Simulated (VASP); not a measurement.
Write the native input for VASP 6.6.1 that does the following.

- Task: single point
- Functional: PBE
- Potentials or basis: VASP PAW PBE potentials, release 64 (Y_sv)
- Cutoff: 520 eV
- k mesh: 10 × 7 × 1
- Occupations: fermi-dirac, width 0.05 eV
- Spin: no spin polarisation
- Dipole correction: no
- Further INCAR settings: ALGO = Normal; EDIFF = 1e-07; NBANDS = 42

The structure of Y lies in POSCAR:

```
Y
1.0
    3.6580181829      0.0000000000      0.0000000000
    0.0000000000      5.6733912590      0.0000000000
    0.0000000000      0.0000000000     23.3919000000
Y
6
Direct
    0.7500000000      0.7500000000      0.3462357758
    0.2500000000      0.2500000000      0.3925698162
    0.2500000000      0.7500000000      0.4755114704
    0.7500000000      0.2500000000      0.5244885275
    0.7500000000      0.7500000000      0.6074301869
    0.2500000000      0.2500000000      0.6537642232
```

These files were run (other wordings do the same):

INCAR

```
ALGO = Normal
EDIFF = 1E-7
ENCUT = 520
GGA = PE
ISIF = 2
ISMEAR = -1
LASPH = True
LCHARG = False
LREAL = False
LWAVE = False
NBANDS = 42
NELM = 80
PREC = Accurate
SIGMA = 0.05
```

KPOINTS

```
k-points
0
Gamma
  10 7 1
```

Potentials or basis: VASP PAW PBE potentials, release 64 (Y_sv).

Launch:

```sh
$ cat potpaw_PBE.64/Y_sv/POTCAR > POTCAR
$ mpirun -np 1 vasp_std > vasp.out
```

Results of the run:

```json
{"Largest force": "0.009 eV/Å", "Band gap on the k mesh": "zero (band 33 reaches -0.45 eV, above the bottom of band 34 at -0.97 eV)"}
```

It took 23 min on 1 thread of AMD EPYC 7R13 Processor (Zen 3) (shared host), peak memory 0.67 GiB.
